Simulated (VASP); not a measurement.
# TiC in VASP: single point with PBE+D3(BJ)

Aim: the single point of TiC with PBE+D3(BJ).

Everything below comes from runs of VASP 6.6.1. Logs are shortened: lines on timing, memory, paths and dates and some standing lists are left out, and cuts for length are marked.

### Step 1. The cell of the first run

The cell holds a slab with vacuum, 32 atoms: a = 6.069 Å, b = 6.069 Å, c = 24.437 Å, α = 90.00°, β = 90.00°, γ = 90.00°.

### Step 2. Single point, PBE+D3(BJ)

File INCAR:

```
PREC = Accurate
ENCUT = 520
EDIFF = 1E-6
ISMEAR = 0
SIGMA = 0.1
LREAL = Auto
LASPH = T
NELM = 100
ALGO = Normal
ISIF = 2
LWAVE = F
LCHARG = F
LDIPOL = T
IDIPOL = 3
DIPOL = 0.5 0.5 0.459
GGA = PE
IVDW = 12
NBANDS = 150
```

File KPOINTS:

```
regular mesh
0
Gamma
  3 3 1
```

File POSCAR:

```
TiC
1.0
    6.0686302234      0.0000000000      0.0000000000
    0.0000000000      6.0686302234      0.0000000000
    0.0000000000      0.0000000000     24.4367543752
Ti C
16 16
Direct
    0.2500000000      0.2500000000      0.3273757176
    0.2500000000      0.7500000000      0.3273757176
    0.7500000000      0.2500000000      0.3273757176
    0.7500000000      0.7500000000      0.3273757176
    0.5000000000      0.5000000000      0.4151772627
    0.5000000000      0.0000000000      0.4151772627
    0.0000000000      0.5000000000      0.4151772627
    0.0000000000      0.0000000000      0.4151772627
    0.7498819373      0.7485573547      0.5026230982
    0.7501149264      0.2512038193      0.5026100607
    0.2501112374      0.7485513812      0.5026226722
    0.2498816393      0.2512085965      0.5026063655
    0.0000164196     -0.0007526228      0.5876531540
   -0.0000083560      0.4996082316      0.5905279198
    0.5000008405      0.0004344511      0.5876468577
    0.5000188563      0.5000854605      0.5905190900
    0.5000000000      0.5000000000      0.3273757176
    0.5000000000      0.0000000000      0.3273757176
    0.0000000000      0.5000000000      0.3273757176
    0.0000000000      0.0000000000      0.3273757176
    0.7500000000      0.7500000000      0.4151772627
    0.7500000000      0.2500000000      0.4151772627
    0.2500000000      0.7500000000      0.4151772627
    0.2500000000      0.2500000000      0.4151772627
    0.0000006621      0.0000835888      0.5026212841
   -0.0000045785      0.4996244539      0.5028458541
    0.4999975163     -0.0003885816      0.5026220449
    0.4999967313      0.5000757435      0.5028344594
    0.2513951602      0.2478170395      0.5918459348
    0.2486461351      0.7516832061      0.5918959026
    0.7486232707      0.2478143413      0.5918454725
    0.7513675350      0.7516851302      0.5919046908
```

Potentials or basis: VASP PAW PBE potentials, release 64 (Ti_sv, C).

Started as:

```sh
> cat potpaw_PBE.64/Ti_sv/POTCAR potpaw_PBE.64/C/POTCAR > POTCAR
> mpirun -np 1 vasp_std > vasp.out
```

OUTCAR:

```text
PREC = Accurate
   ENCUT = 520
   EDIFF = 1E-6
   ISMEAR = 0
   LREAL = Auto
   LASPH = T
   NELM = 100
   ISIF = 2
   GGA = PE
   IVDW = 12
 IVDW          = 12

 ion  position               nearest neighbor table
   1  0.250  0.250  0.327-  24 2.15  18 2.15  19 2.15  20 2.15  17 2.15
   2  0.250  0.750  0.327-  23 2.15  18 2.15  19 2.15  20 2.15  17 2.15
   3  0.750  0.250  0.327-  22 2.15  18 2.15  19 2.15  20 2.15  17 2.15
   4  0.750  0.750  0.327-  21 2.15  18 2.15  19 2.15  20 2.15  17 2.15
   5  0.500  0.500  0.415-  28 2.14  17 2.15  22 2.15  23 2.15  24 2.15  21 2.15
   6  0.500  0.000  0.415-  27 2.14  18 2.15  22 2.15  23 2.15  24 2.15  21 2.15
   7  0.000  0.500  0.415-  26 2.14  19 2.15  22 2.15  23 2.15  24 2.15  21 2.15
   8  0.000  0.000  0.415-  25 2.14  20 2.15  22 2.15  23 2.15  24 2.15  21 2.15
   9  0.750  0.749  0.503-  21 2.14  28 2.14  26 2.14  27 2.15  25 2.15  32 2.18
  10  0.750  0.251  0.503-  22 2.14  26 2.14  28 2.14  25 2.15  27 2.15  31 2.18
  11  0.250  0.749  0.503-  23 2.14  28 2.14  26 2.14  27 2.15  25 2.15  30 2.18
  12  0.250  0.251  0.503-  24 2.14  26 2.14  28 2.14  25 2.15  27 2.15  29 2.18
  13  0.000  0.999  0.588-  25 2.08  30 2.13  32 2.13  29 2.15  31 2.15
  14  1.000  0.500  0.591-  26 2.14  32 2.15  30 2.15  31 2.16  29 2.16
  15  0.500  0.000  0.588-  27 2.08  29 2.13  31 2.13  30 2.15  32 2.15
  16  0.500  0.500  0.591-  28 2.14  31 2.15  29 2.15  32 2.16  30 2.16
  17  0.500  0.500  0.327-   5 2.15   2 2.15   3 2.15   4 2.15   1 2.15
  18  0.500  0.000  0.327-   6 2.15   2 2.15   3 2.15   4 2.15   1 2.15
  19  0.000  0.500  0.327-   7 2.15   2 2.15   3 2.15   4 2.15   1 2.15
  20  0.000  0.000  0.327-   8 2.15   2 2.15   3 2.15   4 2.15   1 2.15
  21  0.750  0.750  0.415-   9 2.14   4 2.15   6 2.15   7 2.15   8 2.15   5 2.15
  22  0.750  0.250  0.415-  10 2.14   3 2.15   6 2.15   7 2.15   8 2.15   5 2.15
  23  0.250  0.750  0.415-  11 2.14   2 2.15   6 2.15   7 2.15   8 2.15   5 2.15
  24  0.250  0.250  0.415-  12 2.14   1 2.15   6 2.15   7 2.15   8 2.15   5 2.15
  25  0.000  0.000  0.503-  13 2.08   8 2.14  10 2.15  12 2.15  11 2.15   9 2.15
  26  1.000  0.500  0.503-  10 2.14  12 2.14  11 2.14   9 2.14   7 2.14  14 2.14
  27  0.500  1.000  0.503-  15 2.08   6 2.14   9 2.15  11 2.15  10 2.15  12 2.15
  28  0.500  0.500  0.503-  11 2.14   9 2.14  12 2.14  10 2.14   5 2.14  16 2.14
  29  0.251  0.248  0.592-  15 2.13  13 2.15  16 2.15  14 2.16  12 2.18
  30  0.249  0.752  0.592-  13 2.13  15 2.15  14 2.15  16 2.16  11 2.18
  31  0.749  0.248  0.592-  15 2.13  13 2.15  16 2.15  14 2.16  10 2.18
  32  0.751  0.752  0.592-  13 2.13  15 2.15  14 2.15  16 2.16   9 2.18

  LATTYP: Found a simple tetragonal cell.
 ALAT       =     6.0686302234
 C/A-ratio  =     4.0267331302

  Lattice vectors:

 A1 = (   6.0686302234,   0.0000000000,   0.0000000000)
 A2 = (   0.0000000000,   6.0686302234,   0.0000000000)
 A3 = (   0.0000000000,   0.0000000000,  24.4367543752)

Analysis of symmetry for initial positions (statically):
=====================================================================
 Subroutine PRICEL returns:
[... 186 lines left out ...]
  Thomas-Fermi vector in A             =   2.212554
   LORBIT       =      0    0 simple, 1 ext, 2 COOP (PROOUT), +10 PAW based schemes
   GGA     = PE    functional components
   LHFCALC =     F    Hartree Fock is set to
   AEXX    =    0.0000 exact exchange contribution
   IVDW    =    12    specifies the selected vdW correction
   LEPSILON=     F    determine dielectric tensor
   LRPA    =     F    only Hartree local field effects (RPA)
 non-spin polarized calculation
 Gauss-broadening in eV      SIGMA  =   0.10
  energy-cutoff  :      520.00
  volume of cell :      899.96
 maximum number of plane-waves:     24256
 NGX is ok and might be reduce to    48
   NGX = 23   NGY = 23   NGZ = 91

 dipolmoment           0.000000      0.000000     -0.018043 electrons x Angstroem

 number of electron     256.0000033 magnetization

 dipolmoment           0.000000      0.000000      0.044145 electrons x Angstroem

 Free energy of the ion-electron system (eV)
  ---------------------------------------------------
  ext. energy  EPLUGINS =         0.00000000
  ---------------------------------------------------
  free energy    TOTEN  =      -291.44579648 eV

  energy without entropy =     -291.39712220  energy(sigma->0) =     -291.42145934

 E-fermi :   0.6757     XC(G=0):  -5.2618

 val. band max:        0.6586648302   @ k =   0.3333   0.3333   0.0000
 cond. band min:       0.7298718527   @ k =   0.0000   0.0000   0.0000
 fundamental gap:      0.0712070225
 Fermi energy:         0.6756913954

 k-point     1 :       0.0000    0.0000    0.0000
  band No.  band energies     occupation
      1     -55.7897      2.00000
      2     -55.7552      2.00000
      3     -55.7552      2.00000
      4     -55.7532      2.00000
      5     -55.7287      2.00000
      6     -55.7165      2.00000
[... 704 lines left out ...]
    139       2.4910      0.00000
    140       2.7180      0.00000
 [bands above 140 left out]

------------------------ aborting loop because EDIFF is reached ----------------------------------------

 vacuum level on the upper side and lower side of the slab       (xc-potential included)         0.001        -0.212

 Edisp (eV)  -10.86650

 E8    (eV) :    -4.8282

  FORCE on cell =-STRESS in cart. coord.  units (eV):
  Direction    XX          YY          ZZ          XY          YZ          ZX
  --------------------------------------------------------------------------------------
  -------------------------------------------------------------------------------------
  Total     -13.32343   -13.36518    -4.22758    -0.00132     0.05238    -0.00220
  in kB     -23.71929   -23.79362    -7.52623    -0.00235     0.09325    -0.00392
  external pressure =      -18.35 kB  Pullay stress =        0.00 kB

 VOLUME and BASIS-vectors are now :
 -----------------------------------------------------------------------------
  energy-cutoff  :      520.00
  volume of cell :      899.96
      direct lattice vectors                 reciprocal lattice vectors
     6.068630223  0.000000000  0.000000000     0.164781831  0.000000000  0.000000000
     0.000000000  6.068630223  0.000000000     0.000000000  0.164781831  0.000000000
     0.000000000  0.000000000 24.436754375     0.000000000  0.000000000  0.040921965

 POSITION                                       TOTAL-FORCE (eV/Angst)
 -----------------------------------------------------------------------------------
      1.51716      1.51716      8.00000         0.001740     -0.004095      1.463099
      1.51716      4.55147      8.00000        -0.001655      0.004839      1.463799
      4.55147      1.51716      8.00000        -0.001678     -0.004067      1.463285
      4.55147      4.55147      8.00000         0.001720      0.004809      1.463752
      3.03432      3.03432     10.14558         0.000143      0.000124      0.190077
      3.03432      0.00000     10.14558         0.000125     -0.004231      0.193428
[... 24 lines left out ...]
      4.54312      1.50389     14.46278         0.115121      0.258527      0.566067
      4.55977      4.56170     14.46423        -0.112070     -0.245421      0.556050
 -----------------------------------------------------------------------------------
    total drift:                               -0.001557     -0.015768     -0.125565

  FREE ENERGIE OF THE ION-ELECTRON SYSTEM (eV)
  ---------------------------------------------------
  free  energy   TOTEN  =      -302.3122945921 eV

  energy  without entropy=     -302.2636203138  energy(sigma->0) =     -302.28795745

 vacuum level on the upper side and lower side of the slab         4.899         4.681
```

OSZICAR:

```text
N       E                     dE             d eps       ncg     rms          rms(c)
DAV:   1     0.361491800928E+04    0.36149E+04   -0.13138E+05  1684   0.173E+03
DAV:   2     0.228504910880E+03   -0.33864E+04   -0.32919E+04  1694   0.551E+02
DAV:   3    -0.306114091338E+03   -0.53462E+03   -0.52304E+03  2144   0.204E+02
[... 28 lines left out ...]
DAV:  32    -0.291445773444E+03   -0.25747E-04   -0.11585E-06  1226   0.287E-03    0.656E-04
DAV:  33    -0.291445788244E+03   -0.14800E-04   -0.68050E-07  1156   0.231E-03    0.535E-04
DAV:  34    -0.291445792140E+03   -0.38958E-05   -0.13361E-07  1044   0.154E-03    0.259E-04
DAV:  35    -0.291445794757E+03   -0.26171E-05   -0.12759E-07  1040   0.755E-04    0.191E-04
DAV:  36    -0.291445796043E+03   -0.12861E-05   -0.60653E-08  1012   0.734E-04    0.105E-04
DAV:  37    -0.291445796483E+03   -0.44044E-06   -0.25966E-08   964   0.484E-04
   1 F= -.30231229E+03 E0= -.30228796E+03  d E =-.486743E-01
```

Run time: 26 min. Hardware: 1 thread of Intel Xeon 6975P-C (Granite Rapids), shared host; peak memory 1.1 GiB.

What came out:

```yaml
Free_energy: -302.3123 eV
Largest_force: 1.464 eV/Å
Band_gap_on_the_k_mesh: zero (bands 128 and 129 overlap by 0.09 eV)
Dispersion_energy_per_atom: -0.340 eV
```

Forces on the atoms (eV/Å):
```
Ti   0.002 -0.004  1.463
Ti  -0.002  0.005  1.464
Ti  -0.002 -0.004  1.463
Ti   0.002  0.005  1.464
Ti   0.000  0.000  0.190
Ti   0.000 -0.004  0.193
Ti   0.000 -0.001  0.191
Ti   0.000 -0.001  0.193
Ti   0.011  0.053 -0.196
Ti  -0.015 -0.062 -0.194
Ti  -0.011  0.052 -0.195
Ti   0.015 -0.061 -0.192
Ti  -0.001  0.055 -0.271
Ti   0.002  0.005 -1.109
Ti   0.000 -0.059 -0.268
Ti  -0.002 -0.011 -1.105
C    0.000 -0.001 -1.167
C    0.000  0.003 -1.181
C    0.000  0.002 -1.166
C    0.000 -0.001 -1.181
C   -0.002 -0.004 -0.437
C    0.002  0.000 -0.440
C    0.002 -0.004 -0.438
C   -0.002  0.000 -0.440
C    0.000 -0.023  0.151
C    0.001  0.017  0.405
C    0.000  0.025  0.147
C    0.001 -0.007  0.409
C   -0.115  0.258  0.566
C    0.112 -0.245  0.557
C    0.115  0.259  0.566
C   -0.112 -0.245  0.556
```

The gap in the log of VASP goes by the Fermi energy; the results here count the filled bands.